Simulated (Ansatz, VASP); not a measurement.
# Two plane-wave programs on P

File INCAR:

```
PREC = Accurate
ENCUT = 520
EDIFF = 1E-8
ISMEAR = -1
SIGMA = 0.08
LREAL = F
LASPH = T
NELM = 80
ALGO = Normal
ISIF = 2
LWAVE = F
LCHARG = F
GGA = PE
LEFG = T
NBANDS = 12
```

Contents of KPOINTS:

```
regular mesh
0
Gamma
  11 11 11
```

Contents of POSCAR:

```
P
1.0
    0.0000000000      2.7938940876      2.7938940876
    2.7938940876      0.0000000000      2.7938940876
    2.7938940876      2.7938940876      0.0000000000
P
2
Direct
    0.0000000000      0.0000000000      0.0000000000
    0.2500000000      0.2500000000      0.2500000000
```

Input for Ansatz:

```yaml
crystal:
  lattice:
    - [0.0, 2.7938940876, 2.7938940876]
    - [2.7938940876, 0.0, 2.7938940876]
    - [2.7938940876, 2.7938940876, 0.0]
  atoms:
    - { symbol: P, position: [0.0, 0.0, 0.0] }
    - { symbol: P, position: [0.25, 0.25, 0.25] }
kpoints:
  mp_grid: { grid: [11, 11, 11] }
scf:
  occupations: { method: fermi_dirac, width: 0.08 }
hamiltonian:
  xc: pbe
  pseudopotentials: { kind: paw }
output:
  forces: true
  stress: true
  eigenvalues: true
  efg: { contact_densities: true }
```

Change from the starting cell: volume scaled by 1.06, PAW files.

Alike in both runs: task electric field gradients; functional PBE; k mesh 11 × 11 × 11; occupations fermi-dirac, width 0.08 eV; no spin polarisation.

|  | VASP | Ansatz |
| --- | --- | --- |
| version | VASP 6.6.1 | Ansatz 0.2.0 |
| potentials or method | VASP PAW PBE potentials, release 64 (P) | PAW with Ansatz's default frozen-core files, scalar-relativistic |
| plane-wave cutoff (eV) | 520 | 420 |
| valence electrons in the cell | 10 | 10 |

```csv
,VASP,Ansatz,Ansatz less VASP
pressure (GPa),-2.4,-2.3,+0.10
```
